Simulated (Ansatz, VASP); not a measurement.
## Two plane-wave programs on P

```
P
1.0
     0.00000    2.72176    2.72176
     2.72176    0.00000    2.72176
     2.72176    2.72176    0.00000
P
2
Cartesian
  0.0000 0.0000 0.0000
  1.3609 1.3609 1.3609
```

Change from the starting cell: volume scaled by 0.98, PAW files.

Alike in both runs: task electric field gradients; functional PBE; k mesh 11 × 11 × 11; occupations fermi-dirac, width 0.08 eV; no spin polarisation.

|  | VASP | Ansatz |
| --- | --- | --- |
| version | VASP 6.6.1 | Ansatz 0.2.0 |
| potentials or method | VASP PAW PBE potentials, release 64 (P) | PAW with Ansatz's default frozen-core files, scalar-relativistic |
| plane-wave cutoff (eV) | 520 | 420 |
| valence electrons in the cell | 10 | 10 |

|  | VASP | Ansatz | Ansatz less VASP |
| --- | --- | --- | --- |
| pressure (GPa) | 0.8 | 0.9 | +0.13 |
